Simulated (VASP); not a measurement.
PbS, 4 atoms in the cell. It takes space group P4/nmm (No. 129, tetragonal). Conventional cell: a = 4.311 Å, b = 4.311 Å, c = 6.186 Å, α = 90.00°, β = 90.00°, γ = 90.00°. Within 3.8 Å of Pb (site symmetry 4mm) lie 6 S at 2.87 to 3.31 Å. S (site symmetry 4mm) has 6 Pb at 2.87 to 3.31 Å within 3.8 Å.  This cell differs from its parent crystal: volume scaled by 1.06, then relaxed in part.

* Program: VASP 6.6.1
* Task: single point
* Functional: PBE
* Potentials or basis: VASP PAW PBE potentials, release 64 (Pb_d, S)
* Cutoff: 520 eV
* k mesh: 8 × 8 × 6
* Occupations: gaussian, width 0.02 eV
* Spin: no spin polarisation
* Dipole correction: no
* Further INCAR settings: ALGO = Normal; EDIFF = 1e-06; NBANDS = 28

Potentials or basis: VASP PAW PBE potentials, release 64 (Pb_d, S).

Command:

```bash
$ cat potpaw_PBE.64/Pb_d/POTCAR potpaw_PBE.64/S/POTCAR > POTCAR
$ mpirun -np 1 vasp_std > vasp.out
```

Hardware: 1 thread of Intel(R) Xeon(R) Platinum 8488C (Sapphire Rapids), on a shared host.

**Question.** Estimate the wall time of this run.

**Answer.** It took 78 s on 1 thread of Intel(R) Xeon(R) Platinum 8488C (Sapphire Rapids), on a shared host, peak memory 0.31 GiB. Counts: scf iterations 14, k points 60.
